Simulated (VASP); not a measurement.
# CsCl (Pm-3m) in VASP: further runs

The runs below take CsCl through single point, with PBEsol.

Everything below comes from runs of VASP 6.6.1. Logs are shortened: lines on timing, memory, paths and dates and some standing lists are left out, and cuts for length are marked.

## Step 1: The cell of the first run

It takes space group Pm-3m (No. 221, cubic). The conventional cell has a = 4.177 Å, b = 4.177 Å, c = 4.177 Å, α = 90.00°, β = 90.00°, γ = 90.00°. Cs (site symmetry m-3m) has 8 Cl at 3.62 Å and 6 Cs at 4.18 Å within 4.8 Å. Within 4.8 Å of Cl (site symmetry m-3m) lie 8 Cs at 3.62 Å and 6 Cl at 4.18 Å.

## Step 2: Single point, PBEsol (36.45 Å³/atom)

Input file INCAR:

```
SYSTEM = CsCl
PREC     = Accurate       ! precision mode
ENCUT    = 500            ! plane-wave cutoff, eV
EDIFF    = 1E-6           ! SCF threshold, eV
ISMEAR   = -1             ! smearing method
SIGMA    = 0.03           ! smearing width, eV
LREAL    = .FALSE.        ! projectors in reciprocal space
LASPH    = .TRUE.         ! aspherical terms in the spheres
NELM     = 120            ! most SCF steps
ALGO     = Normal         ! electronic algorithm
ISIF     = 2              ! what is computed and relaxed
LWAVE    = .FALSE.        ! write WAVECAR
LCHARG   = .TRUE.         ! write CHGCAR
GGA      = PS             ! functional
LELF     = .TRUE.         ! ELF
LVHAR    = .TRUE.       
NBANDS   = 15             ! bands
GGA_COMPAT= .FALSE.
```

Input file KPOINTS:

```
regular mesh
0
G
  6 6 6
  0 0 0
```

Input file POSCAR:

```
CsCl
1.0
    4.1772562219      0.0000000000      0.0000000000
    0.0000000000      4.1772562219      0.0000000000
    0.0000000000      0.0000000000      4.1772562219
Cs Cl
1 1
Direct
    0.0000000000      0.0000000000      0.0000000000
    0.5000000000      0.5000000000      0.5000000000
```

Potentials or basis: VASP PAW PBE potentials, release 64 (Cs_sv, Cl).

Command:

```console
cat potpaw_PBE.64/Cs_sv/POTCAR potpaw_PBE.64/Cl/POTCAR > POTCAR
mpirun -np 1 vasp_std > vasp.out
```

OUTCAR:

```text
SYSTEM = CsCl
   PREC = Accurate
   ENCUT = 500
   EDIFF = 1E-6
   ISMEAR = -1
   LREAL = .FALSE.
   LASPH = .TRUE.
   NELM = 120
   ISIF = 2
   GGA = PS

 ion  position               nearest neighbor table
   1  0.000  0.000  0.000-
   2  0.500  0.500  0.500-

  LATTYP: Found a simple cubic cell.
 ALAT       =     4.1772562219

  Lattice vectors:

 A1 = (   4.1772562219,   0.0000000000,   0.0000000000)
 A2 = (   0.0000000000,   4.1772562219,   0.0000000000)
 A3 = (   0.0000000000,   0.0000000000,   4.1772562219)

Analysis of symmetry for initial positions (statically):
=====================================================================
 Subroutine PRICEL returns:
 Original cell was already a primitive cell.

 Routine SETGRP: Setting up the symmetry group for a
 simple cubic supercell.

 Subroutine GETGRP returns: Found 48 space group operations
 (whereof 48 operations were pure point group operations)
 out of a pool of 48 trial point group operations.

The static configuration has the point symmetry O_h .

Analysis of symmetry for dynamics (positions and initial velocities):
=====================================================================
 Subroutine PRICEL returns:
 Original cell was already a primitive cell.

 Routine SETGRP: Setting up the symmetry group for a
 simple cubic supercell.

 Subroutine GETGRP returns: Found 48 space group operations
 (whereof 48 operations were pure point group operations)
 out of a pool of 48 trial point group operations.

The dynamic configuration has the point symmetry O_h .

 Subroutine INISYM returns: Found 48 space group operations
 (whereof 48 operations are pure point group operations),
 and found     1 'primitive' translations

----------------------------------------------------------------------------------------

                                     Primitive cell

  volume of cell :      72.8909

  direct lattice vectors                    reciprocal lattice vectors
     4.177256222  0.000000000  0.000000000     0.239391588  0.000000000  0.000000000
     0.000000000  4.177256222  0.000000000     0.000000000  0.239391588  0.000000000
     0.000000000  0.000000000  4.177256222     0.000000000  0.000000000  0.239391588

  length of vectors
     4.177256222  4.177256222  4.177256222     0.239391588  0.239391588  0.239391588

  position of ions in fractional coordinates (direct lattice)
     0.000000000  0.000000000  0.000000000
     0.500000000  0.500000000  0.500000000

  ion indices of the primitive-cell ions
   primitive index   ion index
                 1           1
                 2           2

----------------------------------------------------------------------------------------

 KPOINTS: regular mesh

Automatic generation of k-mesh.
 Grid dimensions read from file:
 generate k-points for:    6    6    6

 Generating k-lattice:

  Cartesian coordinates                     Fractional coordinates (reciprocal lattice)
     0.039898598  0.000000000  0.000000000     0.166666667  0.000000000  0.000000000
     0.000000000  0.039898598  0.000000000     0.000000000  0.166666667  0.000000000
     0.000000000  0.000000000  0.039898598     0.000000000  0.000000000  0.166666667

  Length of vectors
     0.039898598  0.039898598  0.039898598

  Shift w.r.t. Gamma in fractional coordinates (k-lattice)
     0.000000000  0.000000000  0.000000000

 Subroutine IBZKPT returns following result:
 ===========================================

 Found     20 irreducible k-points:

 Following reciprocal coordinates:
            Coordinates               Weight
  0.000000  0.000000  0.000000      1.000000
  0.166667  0.000000  0.000000      6.000000
  0.333333  0.000000  0.000000      6.000000
  0.500000  0.000000  0.000000      3.000000
  0.166667  0.166667  0.000000     12.000000
  0.333333  0.166667  0.000000     24.000000
[... 12 lines left out ...]
  0.500000  0.500000  0.333333      6.000000
  0.500000  0.500000  0.500000      1.000000
   k-points           NKPTS =     20   k-points in BZ     NKDIM =     20   number of bands    NBANDS=     15
   number of dos      NEDOS =    301   number of ions     NIONS =      2
   total plane-waves  NPLWV =  27000
   dimension x,y,z NGX =    30 NGY =   30 NGZ =   30
   dimension x,y,z NGXF=    60 NGYF=   60 NGZF=   60
   ions per type =               1   1
   NGX,Y,Z   is equivalent  to a cutoff of  11.94, 11.94, 11.94 a.u.
   NGXF,Y,Z  is equivalent  to a cutoff of  23.88, 23.88, 23.88 a.u.
 SYSTEM =  CsCl
   PREC   = accura    normal or accurate (medium, high low for compatibility)
   ISTART =      0    job   : 0-new  1-cont  2-samecut
   ICHARG =      2    charge: 1-file 2-atom 10-const
   ISPIN  =      1    spin polarized calculation?
   LNONCOLLINEAR =      F non collinear calculations
   LSORBIT =      F    spin-orbit coupling
   LASPH  =      T    aspherical Exc in radial PAW
   ENCUT  =  500.0 eV  36.75 Ry    6.06 a.u.   7.62  7.62  7.62*2*pi/ulx,y,z
   NELM   =    120;   NELMIN=  2; NELMDL= -5     # of ELM steps
   EDIFF  = 0.1E-05   stopping-criterion for ELM
   LREAL  =      F    real-space projection
   EDIFFG = 0.1E-04   stopping-criterion for IOM
   NSW    =      0    number of steps for IOM
   IBRION =     -1    ionic relax: 0-MD 1-quasi-New 2-CG
   NFREE  =      0    steps in history (QN), initial steepest desc. (CG)
   ISIF   =      2    stress and relaxation
   ISYM   =      2    0-nonsym 1-usesym 2-fastsym
   POTIM  = 0.5000    time-step for ionic-motion
   TEBEG  =    0.0;   TEEND  =   0.0 temperature during run
   PSTRESS=    0.0 pullay stress
   NELECT =      16.0000    total number of electrons
   NUPDOWN=      -1.0000    fix difference up-down
   EMIN   =  10.00;   EMAX   =-10.00  energy-range for DOS
   EFERMI =   0.00;   METHOD = LEGACY
   ISMEAR =    -1;   SIGMA  =   0.03  broadening in eV -4-tet -1-fermi 0-gaus
   EFERMI_NEDOS =   21; number of points for ismear=-14 and -15
   IALGO  =     38    algorithm
   IMIX   =      4    mixing-type and parameters
     AMIX     =   0.40;   BMIX     =  1.00
     AMIX_MAG =   1.60;   BMIX_MAG =  1.00
  volume/ion in A,a.u.               =      36.45       245.95
  Fermi-wavevector in a.u.,A,eV,Ry     =   0.987545  1.866190 13.269025  0.975246
  Thomas-Fermi vector in A             =   2.119007
   LORBIT       =      0    0 simple, 1 ext, 2 COOP (PROOUT), +10 PAW based schemes
   GGA     = PS    functional components
   LHFCALC =     F    Hartree Fock is set to
   AEXX    =    0.0000 exact exchange contribution
   IVDW    =     0    specifies the selected vdW correction
   LEPSILON=     F    determine dielectric tensor
   LRPA    =     F    only Hartree local field effects (RPA)
 non-spin polarized calculation
  energy-cutoff  :      500.00
  volume of cell :       72.89
 maximum number of plane-waves:      1865
   NGX = 15   NGY = 15   NGZ = 15

 number of electron      15.9999994 magnetization

 Free energy of the ion-electron system (eV)
  ---------------------------------------------------
  ext. energy  EPLUGINS =         0.00000000
  ---------------------------------------------------
  free energy    TOTEN  =        -6.82516501 eV

  energy without entropy =       -6.82516501  energy(sigma->0) =       -6.82516501

 E-fermi :   0.1113     XC(G=0):  -8.2901

 val. band max:       -0.6102723958   @ k =   0.0000   0.0000   0.0000
 cond. band min:       4.2715146376   @ k =   0.0000   0.0000   0.0000
 fundamental gap:      4.8817870334
 Fermi energy:         0.1113323159

 k-point     1 :       0.0000    0.0000    0.0000
  band No.  band energies     occupation
      1     -20.0354      2.00000
      2     -12.7118      2.00000
      3      -6.5299      2.00000
      4      -6.5299      2.00000
      5      -6.5299      2.00000
      6      -0.6103      2.00000
      7      -0.6103      2.00000
      8      -0.6103      2.00000
      9       4.2715      0.00000
     10       4.6928      0.00000
     11       4.6928      0.00000
     12       9.2481      0.00000
     13       9.2481      0.00000
     14       9.2481      0.00000
     15      12.3775      0.00000

 k-point     2 :       0.1667    0.0000    0.0000
  band No.  band energies     occupation
      1     -20.0179      2.00000
      2     -12.7188      2.00000
      3      -6.6695      2.00000
      4      -6.4993      2.00000
      5      -6.4993      2.00000
      6      -0.9488      2.00000
      7      -0.6605      2.00000
      8      -0.6605      2.00000
      9       4.8730      0.00000
     10       4.8821      0.00000
     11       5.3135      0.00000
     12       9.0222      0.00000
     13       9.0222      0.00000
     14       9.3985      0.00000
     15      10.9376      0.00000

 k-point     3 :       0.3333    0.0000    0.0000
  band No.  band energies     occupation
      1     -19.9827      2.00000
      2     -12.7352      2.00000
      3      -6.9207      2.00000
      4      -6.4361      2.00000
      5      -6.4361      2.00000
      6      -1.5029      2.00000
      7      -0.7653      2.00000
      8      -0.7653      2.00000
      9       5.3415      0.00000
     10       6.0465      0.00000
     11       6.8537      0.00000
     12       8.7441      0.00000
     13       8.7441      0.00000
     14       9.2552      0.00000
     15       9.7706      0.00000
[... 271 lines left out ...]
 k-point    19 :       0.5000    0.5000    0.3333
  band No.  band energies     occupation
      1     -19.8610      2.00000
      2     -12.5722      2.00000
      3      -7.0823      2.00000
      4      -7.0823      2.00000
      5      -6.8634      2.00000
      6      -1.4946      2.00000
      7      -1.4946      2.00000
      8      -1.4318      2.00000
      9       6.9947      0.00000
     10       7.4708      0.00000
     11       7.4708      0.00000
     12       7.8378      0.00000
     13       9.8985      0.00000
     14       9.8985      0.00000
     15      11.5421      0.00000

 k-point    20 :       0.5000    0.5000    0.5000
  band No.  band energies     occupation
      1     -19.8465      2.00000
      2     -12.5536      2.00000
      3      -7.0258      2.00000
      4      -7.0258      2.00000
      5      -7.0258      2.00000
      6      -1.6458      2.00000
      7      -1.6458      2.00000
      8      -1.6458      2.00000
      9       7.6345      0.00000
     10       7.6345      0.00000
     11       7.6345      0.00000
     12       9.5326      0.00000
     13       9.5326      0.00000
     14       9.5326      0.00000
     15      11.5991      0.00000

------------------------ aborting loop because EDIFF is reached ----------------------------------------

  FORCE on cell =-STRESS in cart. coord.  units (eV):
  Direction    XX          YY          ZZ          XY          YZ          ZX
  --------------------------------------------------------------------------------------
  -------------------------------------------------------------------------------------
  Total       -0.5340663     -0.5340663     -0.5340663      0.0000000      0.0000000      0.0000000
  in kB      -11.7390361    -11.7390361    -11.7390361      0.0000000      0.0000000      0.0000000
  external PRESSURE =     -11.7390361 kB  Pullay stress =       0.0000000 kB

 VOLUME and BASIS-vectors are now :
 -----------------------------------------------------------------------------
  energy-cutoff  :      500.00
  volume of cell :       72.89
      direct lattice vectors                 reciprocal lattice vectors
     4.177256222  0.000000000  0.000000000     0.239391588  0.000000000  0.000000000
     0.000000000  4.177256222  0.000000000     0.000000000  0.239391588  0.000000000
     0.000000000  0.000000000  4.177256222     0.000000000  0.000000000  0.239391588

 POSITION                                       TOTAL-FORCE (eV/Angst)
 -----------------------------------------------------------------------------------
      0.00000      0.00000      0.00000         0.000000      0.000000      0.000000
      2.08863      2.08863      2.08863         0.000000      0.000000      0.000000
 -----------------------------------------------------------------------------------
    total drift:                                0.000000      0.000000      0.000000

  FREE ENERGIE OF THE ION-ELECTRON SYSTEM (eV)
  ---------------------------------------------------
  free  energy   TOTEN  =        -6.8251650123 eV

  energy  without entropy=       -6.8251650123  energy(sigma->0) =       -6.82516501
```

Wall time 15 s (1 thread of Intel Xeon Platinum 8259CL at 2.50GHz (Skylake/Cascade Lake), shared host); peak memory 0.17 GiB.

Results:

| Item | Value |
| --- | --- |
| Free energy | -6.8252 eV |
| Pressure | -1.2 GPa |
| Band gap on the k mesh | 4.88 eV |

Levels at points of the mesh, in eV from the valence-band top:
| k point | band 5 | band 6 | band 7 | band 8 | band 9 | band 10 | band 11 | band 12 |
| --- | --- | --- | --- | --- | --- | --- | --- | --- |
| (0.00, 0.00, 0.00) | -5.92 | 0.00 | 0.00 | 0.00 | 4.88 | 5.30 | 5.30 | 9.86 |
| (0.50, 0.00, 0.00) | -5.79 | -1.13 | -0.21 | -0.21 | 6.30 | 7.30 | 8.44 | 9.10 |
| (0.50, 0.50, 0.00) | -5.71 | -0.43 | -0.43 | -0.04 | 5.77 | 5.85 | 7.85 | 7.85 |
| (0.50, 0.50, 0.50) | -6.42 | -1.04 | -1.04 | -1.04 | 8.24 | 8.24 | 8.24 | 10.14 |

Caveat: the PAW data sets were made with another functional, which shifts forces and pressure a little; spin-orbit coupling is left out, which moves the levels of the heavy elements.

## Step 3: Single point, PBEsol (35.74 Å³/atom)

This run uses another cell than the first one, of 35.74 Å³/atom.

Input file INCAR:

```
ALGO = Normal
EDIFF = 1E-6
ENCUT = 500
GGA = PS
GGA_COMPAT = F
ISIF = 2
ISMEAR = -1
LASPH = T
LCHARG = F
LREAL = F
LWAVE = F
NBANDS = 15
NELM = 120
PREC = Accurate
SIGMA = 0.03
```

Input file KPOINTS:

```
k-points
0
Gamma
  6 6 6
```

Input file POSCAR:

```
CsCl
1.0
    4.1503054315      0.0000000000      0.0000000000
    0.0000000000      4.1503054315      0.0000000000
    0.0000000000      0.0000000000      4.1503054315
Cs Cl
1 1
Direct
    0.0000000000      0.0000000000      0.0000000000
    0.5000000000      0.5000000000      0.5000000000
```

Potentials or basis: VASP PAW PBE potentials, release 64 (Cs_sv, Cl).

Command:

```console
cat potpaw_PBE.64/Cs_sv/POTCAR potpaw_PBE.64/Cl/POTCAR > POTCAR
mpirun -np 1 vasp_std > vasp.out
```

OUTCAR:

```text
EDIFF = 1E-6
   ENCUT = 500
   GGA = PS
   ISIF = 2
   ISMEAR = -1
   LASPH = T
   LREAL = F
   NELM = 120
   PREC = Accurate

 ion  position               nearest neighbor table
   1  0.000  0.000  0.000-
   2  0.500  0.500  0.500-

  LATTYP: Found a simple cubic cell.
 ALAT       =     4.1503054315

  Lattice vectors:

 A1 = (   4.1503054315,   0.0000000000,   0.0000000000)
 A2 = (   0.0000000000,   4.1503054315,   0.0000000000)
 A3 = (   0.0000000000,   0.0000000000,   4.1503054315)

Analysis of symmetry for initial positions (statically):
=====================================================================
 Subroutine PRICEL returns:
 Original cell was already a primitive cell.

 Routine SETGRP: Setting up the symmetry group for a
 simple cubic supercell.

 Subroutine GETGRP returns: Found 48 space group operations
 (whereof 48 operations were pure point group operations)
 out of a pool of 48 trial point group operations.

[... 163 lines left out ...]
 k-point     1 :       0.0000    0.0000    0.0000
  band No.  band energies     occupation
      1     -19.9108      2.00000
      2     -12.6407      2.00000
      3      -6.3931      2.00000
      4      -6.3931      2.00000
      5      -6.3931      2.00000
      6      -0.5136      2.00000
      7      -0.5136      2.00000
      8      -0.5136      2.00000
      9       4.4491      0.00000
     10       4.7712      0.00000
     11       4.7712      0.00000
     12       9.4148      0.00000
     13       9.4148      0.00000
     14       9.4148      0.00000
[... 329 lines left out ...]
      2     -12.4757      2.00000
      3      -6.9121      2.00000
      4      -6.9121      2.00000
      5      -6.9121      2.00000
      6      -1.5963      2.00000
      7      -1.5963      2.00000
      8      -1.5963      2.00000
      9       7.8138      0.00000
     10       7.8138      0.00000
     11       7.8138      0.00000
     12       9.7389      0.00000
     13       9.7389      0.00000
     14       9.7389      0.00000
     15      11.8397      0.00000

------------------------ aborting loop because EDIFF is reached ----------------------------------------

  FORCE on cell =-STRESS in cart. coord.  units (eV):
  Direction    XX          YY          ZZ          XY          YZ          ZX
  --------------------------------------------------------------------------------------
  -------------------------------------------------------------------------------------
  Total       -0.4130733     -0.4130733     -0.4130733      0.0000000      0.0000000     -0.0000000
  in kB       -9.2575804     -9.2575804     -9.2575804      0.0000000      0.0000000     -0.0000000
  external PRESSURE =      -9.2575804 kB  Pullay stress =       0.0000000 kB

 VOLUME and BASIS-vectors are now :
 -----------------------------------------------------------------------------
  energy-cutoff  :      500.00
  volume of cell :       71.49
      direct lattice vectors                 reciprocal lattice vectors
     4.150305431  0.000000000  0.000000000     0.240946122  0.000000000  0.000000000
     0.000000000  4.150305431  0.000000000     0.000000000  0.240946122  0.000000000
     0.000000000  0.000000000  4.150305431     0.000000000  0.000000000  0.240946122

 POSITION                                       TOTAL-FORCE (eV/Angst)
 -----------------------------------------------------------------------------------
      0.00000      0.00000      0.00000         0.000000      0.000000      0.000000
      2.07515      2.07515      2.07515         0.000000      0.000000      0.000000
 -----------------------------------------------------------------------------------
    total drift:                                0.000000      0.000000      0.000000

  FREE ENERGIE OF THE ION-ELECTRON SYSTEM (eV)
  ---------------------------------------------------
  free  energy   TOTEN  =        -6.8339846268 eV

  energy  without entropy=       -6.8339846268  energy(sigma->0) =       -6.83398463
```

OSZICAR:

```text
N       E                     dE             d eps       ncg     rms          rms(c)
DAV:   1     0.890752652187E+02    0.89075E+02   -0.66869E+03   600   0.890E+02
DAV:   2    -0.845968602482E-02   -0.89084E+02   -0.82568E+02   829   0.161E+02
DAV:   3    -0.713498438273E+01   -0.71265E+01   -0.71026E+01   789   0.501E+01
DAV:   4    -0.720056739031E+01   -0.65583E-01   -0.65575E-01   733   0.577E+00
DAV:   5    -0.720131934694E+01   -0.75196E-03   -0.75195E-03   803   0.631E-01    0.211E+00
DAV:   6    -0.687743834781E+01    0.32388E+00   -0.35195E-01   761   0.338E+00    0.143E+00
DAV:   7    -0.683547485606E+01    0.41963E-01   -0.11413E-01   761   0.182E+00    0.927E-01
DAV:   8    -0.683403911799E+01    0.14357E-02   -0.15690E-02   733   0.769E-01    0.183E-01
DAV:   9    -0.683387557064E+01    0.16355E-03   -0.23210E-03   747   0.261E-01    0.859E-02
DAV:  10    -0.683397690675E+01   -0.10134E-03   -0.28461E-04   691   0.116E-01    0.117E-02
DAV:  11    -0.683398512427E+01   -0.82175E-05   -0.25014E-05   726   0.306E-02    0.123E-02
DAV:  12    -0.683398462685E+01    0.49742E-06   -0.88699E-06   712   0.167E-02
   1 F= -.68339846E+01 E0= -.68339846E+01  d E =-.496314E-11
```

It took 15 s on 1 thread of Intel Xeon Platinum 8259CL at 2.50GHz (Skylake/Cascade Lake), shared host; peak memory 0.17 GiB.

What came out:

| Quantity | Value |
| --- | --- |
| Free energy | -6.8340 eV |
| Pressure | -0.9 GPa |
| Band gap on the k mesh | 4.96 eV |

Caveat: the PAW data sets were made with another functional, which shifts forces and pressure a little; spin-orbit coupling is left out, which moves the levels of the heavy elements.
